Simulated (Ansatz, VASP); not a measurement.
**Sn3GeSe in VASP and in Ansatz**

```xyz
5
Lattice="3.2714 1.8887 4.6177 -3.2714 1.8887 4.6177 0.0000 -3.7775 4.6177" Properties=species:S:1:pos:R:3 pbc="T T T"
Sn   -1.5277    0.8820    8.9275
Sn    0.0000   -1.7640    8.9275
Sn    1.5277    0.8820    8.9275
Ge    0.0000    0.0000    2.3794
Se    0.0000    0.0000    6.3303
```

Change from the starting cell: species swapped into the CsGeI3 type (R3m, No. 160).

Alike in both runs: functional PBE; k mesh 6 × 6 × 6; occupations gaussian, width 0.01 eV; no spin polarisation.

Ansatz relaxed the structure, and its values are those at the end. VASP's run is a single point on that final structure, the one shown.

|  | VASP | Ansatz |
| --- | --- | --- |
| version | VASP 6.6.1 | Ansatz 0.2.0 |
| potentials or method | VASP PAW PBE potentials, release 64 (Sn_d, Ge_d, Se), cutoff 520 eV | scalar-relativistic, plane waves, PAW |
| valence electrons in the cell | 62 | 72 |

|  | VASP | Ansatz | Ansatz less VASP |
| --- | --- | --- | --- |
| gap on the k mesh at the Fermi level (eV) | none | none | - |
| pressure (GPa) | 0.0 | 0.0 | +0.02 |

A gap of «none» marks a metal or a gap that the smearing closes. VASP's potentials hold 62 valence electrons a cell and Ansatz's 72, so a difference there can come from the potentials and not from the codes.
